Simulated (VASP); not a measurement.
## Si8HC8 (a cell with a defect): single point with PBE

Si8HC8 (a cell with a defect):

```xyz
17
Lattice="0.0000 4.3480 4.3480 4.3480 0.0000 4.3480 4.3480 4.3480 0.0000" Properties=species:S:1:pos:R:3 pbc="T T T"
Si    0.0000    0.0000    0.0000
Si    2.1740    2.1740    0.0000
Si    2.1740    0.0000    2.1740
Si    4.3480    2.1740    2.1740
Si    0.0000    2.1740    2.1740
Si    2.1740    4.3480    2.1740
Si    2.1740    2.1740    4.3480
Si    4.3480    4.3480    4.3480
C     1.0870    1.0870    1.0870
C     3.2610    3.2610    1.0870
C     3.2610    1.0870    3.2610
C     5.4350    3.2610    3.2610
C     1.0870    3.2610    3.2610
C     3.2610    5.4350    3.2610
C     3.2610    3.2610    5.4350
C     5.4350    5.4350    5.4350
H     4.3327    6.5482    4.3248
```

```
Program             : VASP 6.6.1
Task                : single point
Functional          : PBE
Potentials or basis : VASP PAW PBE potentials, release 64 (Si, C, H)
Cutoff              : 520 eV
k mesh              : 2 × 2 × 2
Occupations         : gaussian, width 0.05 eV
Spin                : collinear spin, zero start
Starting moments    : [0.0, 0.0, 0.0, 0.0, 0.0, 0.0, 0.0, 0.0, 0.0, 0.0, 0.0, 0.0, 0.0, 0.0, 0.0, 0.0, 0.0] μB
```

| Property | Result |
| --- | --- |
| Pressure | 6.5 GPa |
| Largest force | 0.999 eV/Å |
| Net moment | -0.01 μB per cell |
| Valence electrons inside the program's atomic spheres | Si 1.67, 1.68, 1.66; C 2.56; H 0.41 |

Forces in eV/Å, atoms in the order of the input:
```
Si  -0.004  0.979  0.006
Si  -0.965  0.001 -0.004
Si  -0.001 -0.009  0.007
Si  -0.016  0.023  0.989
Si  -0.006 -0.007 -0.975
Si  -0.004  0.029 -0.022
Si   0.999  0.016 -0.014
Si  -0.019 -0.985 -0.024
C    0.045 -0.046  0.046
C    0.374 -0.382 -0.289
C   -0.048 -0.054 -0.047
C    0.053  0.047 -0.047
C   -0.302 -0.392  0.390
C    0.370  0.285  0.376
C   -0.048  0.047  0.054
C   -0.265  0.259 -0.261
H   -0.164  0.190 -0.183
```

Stress tensor (GPa, compression positive):
```
 6.46  0.22 -0.21
 0.22  6.46  0.24
-0.21  0.24  6.46
```

Levels at points of the mesh, in eV from the Fermi level:
Spin up:
| k point | band 30 | band 31 | band 32 | band 33 | band 34 | band 35 |
| --- | --- | --- | --- | --- | --- | --- |
| (0.00, 0.00, 0.00) | -1.30 | -1.30 | -1.30 | -1.14 | -0.04 | -0.03 |
| (0.50, 0.00, 0.00) | -2.05 | -1.82 | -1.82 | 0.09 | 2.28 | 2.29 |
| (0.00, 0.50, 0.00) | -2.06 | -1.81 | -1.81 | 0.00 | 2.28 | 2.28 |
| (0.00, 0.00, 0.50) | -2.04 | -1.82 | -1.82 | 0.11 | 2.29 | 2.29 |
| (0.50, 0.50, 0.50) | -2.05 | -1.82 | -1.82 | 0.09 | 2.28 | 2.29 |
| (0.50, 0.50, 0.00) | -2.48 | -2.48 | -2.48 | 0.86 | 2.72 | 3.07 |
| (0.00, 0.50, 0.50) | -2.48 | -2.48 | -2.48 | 0.86 | 2.72 | 3.07 |
| (0.50, 0.00, 0.50) | -2.48 | -2.48 | -2.48 | 0.85 | 2.72 | 3.07 |
Spin down:
| k point | band 30 | band 31 | band 32 | band 33 | band 34 | band 35 |
| --- | --- | --- | --- | --- | --- | --- |
| (0.00, 0.00, 0.00) | -1.30 | -1.30 | -1.30 | -1.14 | -0.04 | -0.04 |
| (0.50, 0.00, 0.00) | -2.05 | -1.82 | -1.82 | 0.09 | 2.28 | 2.29 |
| (0.00, 0.50, 0.00) | -2.06 | -1.81 | -1.81 | 0.00 | 2.28 | 2.28 |
| (0.00, 0.00, 0.50) | -2.04 | -1.82 | -1.82 | 0.11 | 2.28 | 2.29 |
| (0.50, 0.50, 0.50) | -2.05 | -1.82 | -1.82 | 0.09 | 2.28 | 2.29 |
| (0.50, 0.50, 0.00) | -2.48 | -2.48 | -2.48 | 0.86 | 2.72 | 3.07 |
| (0.00, 0.50, 0.50) | -2.48 | -2.48 | -2.48 | 0.86 | 2.72 | 3.07 |
| (0.50, 0.00, 0.50) | -2.48 | -2.48 | -2.48 | 0.86 | 2.72 | 3.07 |

Wall time 3.6 min on 1 thread of AMD EPYC 9R45 96-Core Processor (Zen 5), with other jobs on the host, peak memory 0.4 GiB.

Caveat: the k points lie up to 0.63 Å⁻¹ apart.
